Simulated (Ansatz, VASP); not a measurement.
WSe2 in VASP and in Ansatz

The input INCAR:

```
SYSTEM = WSe2
PREC     = Accurate       ! precision mode
ENCUT    = 520            ! plane-wave cutoff, eV
EDIFF    = 1E-6           ! SCF threshold, eV
ISMEAR   = 0              ! smearing method
SIGMA    = 0.02           ! smearing width, eV
LREAL    = .FALSE.        ! projectors in reciprocal space
LASPH    = .TRUE.         ! aspherical terms in the spheres
NELM     = 100            ! most SCF steps
ALGO     = Normal         ! electronic algorithm
ISIF     = 2              ! what is computed and relaxed
LWAVE    = .FALSE.        ! write WAVECAR
LCHARG   = .FALSE.        ! write CHGCAR
LDIPOL   = .TRUE.       
IDIPOL   = 3            
DIPOL    = 0.5 0.5 0.500
GGA      = PE             ! functional
IVDW     = 12             ! dispersion correction
NBANDS   = 20             ! bands
```

KPOINTS

```
regular mesh
0
G
  9 9 1
  0 0 0
```

The input POSCAR:

```
WSe2
1.0
    3.1540000000      0.0000000000      0.0000000000
   -1.5770000000      2.7314441236      0.0000000000
    0.0000000000      0.0000000000     32.7373831004
Se W
2 1
Direct
    0.3333333333      0.6666666667      0.4458570041
    0.3333333333      0.6666666667      0.5541429959
    0.6666666667      0.3333333333      0.5000000000
```

Input for Ansatz:

```yaml
crystal:
  lattice:
    - [3.154, 0.0, 0.0]
    - [-1.577, 2.7314441236, 0.0]
    - [0.0, 0.0, 32.7373831004]
  atoms:
    - { symbol: Se, position: [0.3333333333, 0.6666666667, 0.4458570041] }
    - { symbol: W, position: [0.6666666667, 0.3333333333, 0.5] }
    - { symbol: Se, position: [0.3333333333, 0.6666666667, 0.5541429959] }
  periodic: [true, true, false]
basis:
  ecutwfc: 420
kpoints:
  mp_grid: { grid: [9, 9, 1] }
hamiltonian:
  xc: pbe
  pseudopotentials: { kind: paw, azcp: { folder: soft_1 } }
  dispersion: d3bj
scf:
  occupations: { method: gaussian, width: 0.02 }
output:
  forces: true
  stress: true
  eigenvalues: true
```

Alike in both runs: task single point; functional PBE; dispersion D3(BJ); k mesh 9 × 9 × 1; occupations gaussian, width 0.02 eV; no spin polarisation.

|  | VASP | Ansatz |
| --- | --- | --- |
| version | VASP 6.6.1 | Ansatz 0.2.0 |
| potentials or method | VASP PAW PBE potentials, release 64 (Se, W_sv), cutoff 520 eV | scalar-relativistic, plane waves, PAW |
| valence electrons in the cell | 26 | 46 |

Ansatz gave:

* gap on the k mesh at the Fermi level (eV): 1.40
* least direct gap on the mesh (eV): 2.05
* rms of the force components (eV/Å): 0.291

Question: Estimate VASP's values.

Answer: gap on the k mesh at the Fermi level (eV): 1.40; least direct gap on the mesh (eV): 2.05; rms of the force components (eV/Å): 0.268.

VASP's potentials hold 26 valence electrons a cell and Ansatz's 46, so a difference there can come from the potentials and not from the codes.

Spin-orbit coupling is off throughout.
